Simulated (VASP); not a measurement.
Here is a VASP 6.6.1 calculation.

Contents of INCAR:

```
SYSTEM = WS2
  PREC = Accurate
  ENCUT = 520
  EDIFF = 1E-6
  ISMEAR = 0
  SIGMA = 0.01
  LREAL = .False.
  LASPH = .True.
  NELM = 100
  ALGO = Normal
  ISIF = 2
  LWAVE = .False.
  LCHARG = .False.
  GGA = CA
  NBANDS = 35
```

The input KPOINTS:

```
regular mesh
0
Gamma
  6 6 2
  0 0 0
```

File POSCAR:

```
WS2
1.0
    3.1580916411      0.0000000000      0.0000000000
   -1.5790458205      2.7349875887      0.0000000000
    0.0000000000      0.0000000000     12.1048016420
W S
2 4
Direct
    0.3333333333      0.6666666667      0.2500000000
    0.6666666667      0.3333333333      0.7500000000
    0.3333333333      0.6666666667      0.6218906211
    0.6666666667      0.3333333333      0.1218906211
    0.3333333333      0.6666666667      0.8781093789
    0.6666666667      0.3333333333      0.3781093789
```

Potentials or basis: VASP PAW LDA potentials, release 64 (W_sv, S).

Run with:

```console
$ cat potpaw_LDA.64/W_sv/POTCAR potpaw_LDA.64/S/POTCAR > POTCAR
$ mpirun -np 1 vasp_std > vasp.out
```

Q: Estimate the pressure.

A: -1.6 GPa.

Q: What does it give for the band gap on the k mesh?

A: 0.83 eV, indirect (least direct gap 1.75 eV).

Q: What does it give for the largest force?

A: 0.046 eV/Å.

Stress tensor (GPa, compression positive):
```
-2.67  0.00  0.00
 0.00 -2.67  0.00
 0.00  0.00  0.40
```

Caveat: the cell differs from its parent crystal (in-plane strain +0.01, then relaxed in part); spin-orbit coupling is left out, which moves the levels of the heavy elements. A k mesh can miss the band edges.
